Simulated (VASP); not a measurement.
# Y3AlN4 (I4/mmm) in VASP: notebook, part 2 of 2

VASP 6.6.1. Earlier steps stand in the parts before.

## Step 3: Single point, PBE

This run uses another cell than the first one, of 13.50 Å³/atom.

The input, INCAR:

```
ALGO = Normal
EDIFF = 1E-6
ENCUT = 520
GGA = PE
ISIF = 2
ISMEAR = 0
LASPH = T
LCHARG = F
LREAL = F
LWAVE = F
NBANDS = 38
NELM = 60
PREC = Accurate
SIGMA = 0.02
```

The input, KPOINTS:

```
k-points
0
Gamma
  10 10 10
```

The input, POSCAR:

```
Y3AlN4
1.0
   -2.4087216930      2.4087216930      4.6527534329
    2.4087216930     -2.4087216930      4.6527534329
    2.4087216930      2.4087216930     -4.6527534329
Y Al N
3 1 4
Direct
    0.7500000000      0.2500000000      0.5000000000
    0.2500000000      0.7500000000      0.5000000000
    0.5000000000      0.5000000000      0.0000000000
    0.0000000000      0.0000000000      0.0000000000
    0.5000000000      0.0000000000      0.5000000000
    0.0000000000      0.5000000000      0.5000000000
    0.2288184226      0.2288184226      0.0000000000
    0.7711815774      0.7711815774      0.0000000000
```

Potentials or basis: VASP PAW PBE potentials, release 64 (Y_sv, Al, N).

Run with:

```bash
$ cat potpaw_PBE.64/Y_sv/POTCAR potpaw_PBE.64/Al/POTCAR potpaw_PBE.64/N/POTCAR > POTCAR
$ mpirun -np 1 vasp_std > vasp.out
```

OUTCAR:

```text
EDIFF = 1E-6
   ENCUT = 520
   GGA = PE
   ISIF = 2
   ISMEAR = 0
   LASPH = T
   LREAL = F
   NELM = 60
   PREC = Accurate

 ion  position               nearest neighbor table
   1  0.750  0.250  0.500-   5 2.33   6 2.33   8 2.42   7 2.42   8 2.42   7 2.42   3 3.35   3 3.35
                             4 3.35   4 3.35   4 3.35   3 3.35   3 3.35   4 3.35   2 3.41   2 3.41
   2  0.250  0.750  0.500-   5 2.33   6 2.33   8 2.42   7 2.42   8 2.42   7 2.42   3 3.35   4 3.35
                             4 3.35   3 3.35   4 3.35   3 3.35   3 3.35   4 3.35   1 3.41   1 3.41
   3  0.500  0.500  0.000-   5 2.41   6 2.41   5 2.41   6 2.41   7 2.52   8 2.52   2 3.35   2 3.35
                             1 3.35   1 3.35   1 3.35   2 3.35   1 3.35   2 3.35   4 3.41   4 3.41
   4  0.000  0.000  0.000-   7 2.13   8 2.13   5 2.41   6 2.41   6 2.41   5 2.41   1 3.35   1 3.35
                             2 3.35   2 3.35   1 3.35   2 3.35   1 3.35   2 3.35   3 3.41   3 3.41
   5  0.500  0.000  0.500-   1 2.33   2 2.33   3 2.41   4 2.41   3 2.41   4 2.41
   6  0.000  0.500  0.500-   1 2.33   2 2.33   3 2.41   4 2.41   4 2.41   3 2.41
   7  0.229  0.229  0.000-   4 2.13   2 2.42   1 2.42   1 2.42   2 2.42   3 2.52
   8  0.771  0.771  0.000-   4 2.13   2 2.42   1 2.42   1 2.42   2 2.42   3 2.52

  LATTYP: Found a body centered tetragonal cell.
 ALAT       =     4.8174433860
 C/A-ratio  =     1.9316276540

  Lattice vectors:

 A1 = (  -2.4087216930,   2.4087216930,   4.6527534329)
 A2 = (   2.4087216930,  -2.4087216930,   4.6527534329)
 A3 = (   2.4087216930,   2.4087216930,  -4.6527534329)

Analysis of symmetry for initial positions (statically):
=====================================================================
 Subroutine PRICEL returns:
 Original cell was already a primitive cell.

 Routine SETGRP: Setting up the symmetry group for a
 body centered tetragonal supercell.

 Subroutine GETGRP returns: Found 16 space group operations
 (whereof 16 operations were pure point group operations)
 out of a pool of 16 trial point group operations.

The static configuration has the point symmetry D_4h.

[... 150 lines left out ...]
   LHFCALC =     F    Hartree Fock is set to
   AEXX    =    0.0000 exact exchange contribution
   IVDW    =     0    specifies the selected vdW correction
   LEPSILON=     F    determine dielectric tensor
   LRPA    =     F    only Hartree local field effects (RPA)
 non-spin polarized calculation
 Gauss-broadening in eV      SIGMA  =   0.02
  energy-cutoff  :      520.00
  volume of cell :      107.98
 maximum number of plane-waves:      2934
 NGX is ok and might be reduce to    48
   NGX = 21   NGY = 21   NGZ = 21

 number of electron      55.9999998 magnetization

 Free energy of the ion-electron system (eV)
  ---------------------------------------------------
  ext. energy  EPLUGINS =         0.00000000
  ---------------------------------------------------
  free energy    TOTEN  =       -67.27482549 eV

  energy without entropy =      -67.27482549  energy(sigma->0) =      -67.27482549

 E-fermi :   5.1479     XC(G=0): -11.2650

 val. band max:        4.9613717008   @ k =   0.0000   0.0000   0.0000
 cond. band min:       5.4365187154   @ k =   0.0000   0.0000   0.0000
 fundamental gap:      0.4751470147
 Fermi energy:         5.1478803450

 k-point     1 :       0.0000    0.0000    0.0000
  band No.  band energies     occupation
      1     -36.1772      2.00000
      2     -35.6624      2.00000
      3     -35.5777      2.00000
      4     -16.5738      2.00000
      5     -16.3042      2.00000
      6     -16.3042      2.00000
[... 973 lines left out ...]
     37      11.1366      0.00000
     38      11.2398      0.00000

 [... further k-points ...]

------------------------ aborting loop because EDIFF is reached ----------------------------------------

  FORCE on cell =-STRESS in cart. coord.  units (eV):
  Direction    XX          YY          ZZ          XY          YZ          ZX
  --------------------------------------------------------------------------------------
  -------------------------------------------------------------------------------------
  Total       -0.1263069     -0.1263069     -0.1343618      0.0000000      0.0000000      0.0000000
  in kB       -1.8741076     -1.8741076     -1.9936234      0.0000000      0.0000000      0.0000000
  external PRESSURE =      -1.9139462 kB  Pullay stress =       0.0000000 kB

 VOLUME and BASIS-vectors are now :
 -----------------------------------------------------------------------------
  energy-cutoff  :      520.00
  volume of cell :      107.98
      direct lattice vectors                 reciprocal lattice vectors
    -2.408721693  2.408721693  4.652753433     0.000000000  0.207578983  0.107463249
     2.408721693 -2.408721693  4.652753433     0.207578983  0.000000000  0.107463249
     2.408721693  2.408721693 -4.652753433     0.207578983  0.207578983  0.000000000

 POSITION                                       TOTAL-FORCE (eV/Angst)
 -----------------------------------------------------------------------------------
      0.00000      2.40872      2.32638        -0.000000     -0.000000      0.000000
      2.40872      0.00000      2.32638        -0.000000     -0.000000      0.000000
      0.00000      0.00000      4.65275        -0.000000     -0.000000      0.000000
      0.00000      0.00000      0.00000        -0.000000     -0.000000      0.000000
      0.00000      2.40872      0.00000        -0.000000     -0.000000      0.000000
      2.40872      0.00000      0.00000        -0.000000     -0.000000      0.000000
      0.00000      0.00000      2.12927         0.000000      0.000000      0.003139
      0.00000      0.00000      7.17624         0.000000      0.000000     -0.003139
 -----------------------------------------------------------------------------------
    total drift:                                0.000000      0.000000     -0.000000

  FREE ENERGIE OF THE ION-ELECTRON SYSTEM (eV)
  ---------------------------------------------------
  free  energy   TOTEN  =       -67.2748254942 eV

  energy  without entropy=      -67.2748254942  energy(sigma->0) =      -67.27482549
```

Run time: 19 min. Hardware: 1 thread of Oxide Virtual Turin-like, shared host; peak memory 0.55 GiB.

Results:

* Free energy: -67.2748 eV
* Pressure: -0.2 GPa
* Largest force: 0.003 eV/Å
* Band gap on the k mesh: 0.48 eV

Forces on the atoms (eV/Å):
```
Y    0.000  0.000  0.000
Y    0.000  0.000  0.000
Y    0.000  0.000  0.000
Al   0.000  0.000  0.000
N    0.000  0.000  0.000
N    0.000  0.000  0.000
N    0.000  0.000  0.003
N    0.000  0.000 -0.003
```

Levels at points of the mesh, in eV from the valence-band top:
```csv
k point,band 24,band 25,band 26,band 27,band 28,band 29,band 30,band 31,band 32,band 33
"(0.00, 0.00, 0.00)",-0.57,-0.57,-0.13,-0.13,0.00,0.48,1.93,2.92,2.92,4.17
"(0.50, 0.00, 0.00)",-1.52,-1.41,-1.09,-1.04,-0.87,2.12,3.92,4.00,4.16,4.24
"(0.50, 0.50, 0.00)",-2.42,-2.39,-1.70,-0.97,-0.95,4.26,4.33,4.46,4.59,4.97
"(0.50, 0.50, 0.50)",-0.70,-0.70,-0.56,-0.56,-0.11,0.63,0.63,1.24,2.44,2.62
```

Caveat: semilocal functionals underestimate gaps, and a narrow one can read as zero.
